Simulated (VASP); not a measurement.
MgCd3Se4:

```
Mg Cd Se
1.0
     5.86766    0.00000    0.00000
     0.00000    5.86766    0.00000
     0.00000    0.00000    5.86766
Mg Cd Se
1 3 4
Cartesian
  2.9338 2.9338 2.9338
  0.0000 0.0000 2.9338
  0.0000 2.9338 0.0000
  2.9338 0.0000 0.0000
  4.4007 4.4007 4.4007
  4.4007 1.4669 1.4669
  1.4669 4.4007 1.4669
  1.4669 1.4669 4.4007
```

| Quantity | Value |
| --- | --- |
| Program | VASP 6.6.1 |
| Task | relaxation of cell and atoms |
| Functional | PBE |
| Potentials or basis | VASP PAW PBE potentials, release 64 (Mg, Cd, Se) |
| Cutoff | 600 eV |
| k mesh | 4 × 4 × 4 |
| Occupations | gaussian, width 0.1 eV |
| Spin | no spin polarisation |

At the start: pressure 9.2 GPa; volume 25.25 Å³/atom.

Question: Where does the relaxation end?

Answer: Over 6 steps the energy falls by 105.6 meV/atom and the volume is 29.12 Å³/atom (+15.3 %); space group P-43m (No. 215, to 0.1 Å) before and after.

Step by step:
```tsv
step	energy change (eV)	largest force (eV/Å)	pressure (GPa)	volume (Å³)
1	0.0000	0.7342	9.16	202.02
2	-0.7290	0.1221	-2.31	247.22
3	-0.8279	0.2441	-0.07	233.64
4	-0.8278	0.2374	-0.20	234.30
5	-0.8372	0.1578	-0.15	233.86
6	-0.8446	0.0109	-0.03	232.98
```

Final structure:
```
Mg Cd Se
1.0
     6.15326    0.00000    0.00000
     0.00000    6.15326    0.00000
     0.00000    0.00000    6.15326
Mg Cd Se
1 3 4
Direct
  0.50000 0.50000 0.50000
  0.00000 0.00000 0.50000
  0.00000 0.50000 0.00000
  0.50000 0.00000 0.00000
  0.74419 0.74419 0.74419
  0.74419 0.25581 0.25581
  0.25581 0.74419 0.25581
  0.25581 0.25581 0.74419
```

Caveat: the volume moved by over 15 % at a fixed basis, so the end points are rough.
